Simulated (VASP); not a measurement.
MnIr:

```
CELL_PARAMETERS angstrom
2.72590 0.00000 0.00000
0.00000 2.72590 0.00000
0.00000 0.00000 7.28600
ATOMIC_POSITIONS crystal
Mn 0.50000 0.50000 0.25000
Mn 0.50000 0.50000 0.75000
Ir 0.00000 0.00000 0.00000
Ir 0.00000 0.00000 0.50000
```

Base run:

```yaml
Program: VASP 6.6.1
Functional: PBEsol
Potentials_or_basis: VASP PAW PBE potentials, release 64 (Mn_pv, Ir)
Cutoff: 520 eV
k_mesh: 13 × 13 × 5
Occupations: fermi-dirac, width 0.03 eV
Spin: no spin polarisation
```

Its results: pressure -26.5 GPa.

**Question.** After a change of settings the same cell gave: pressure -20.7 GPa; net moment 2.93 μB per cell; site moments Mn +1.61; Ir -0.18 μB. Which change was it?
A. spin from no spin polarisation to collinear spin, ferromagnetic start; further incar settings from ALGO = Normal; EDIFF = 1e-06; NBANDS = 30 to ALGO = Normal; EDIFF = 1e-06; NBANDS = 34
B. spin from no spin polarisation to collinear spin, antiferromagnetic start; further incar settings from ALGO = Normal; EDIFF = 1e-06; NBANDS = 30 to ALGO = Normal; EDIFF = 1e-07; NBANDS = 34
C. spin from no spin polarisation to collinear spin, antiferromagnetic start; further incar settings from ALGO = Normal; EDIFF = 1e-06; NBANDS = 30 to ALGO = Normal; EDIFF = 1e-06; NBANDS = 34

**Answer.** A.

Caveats: the PAW data sets were made with another functional, which shifts forces and pressure a little.
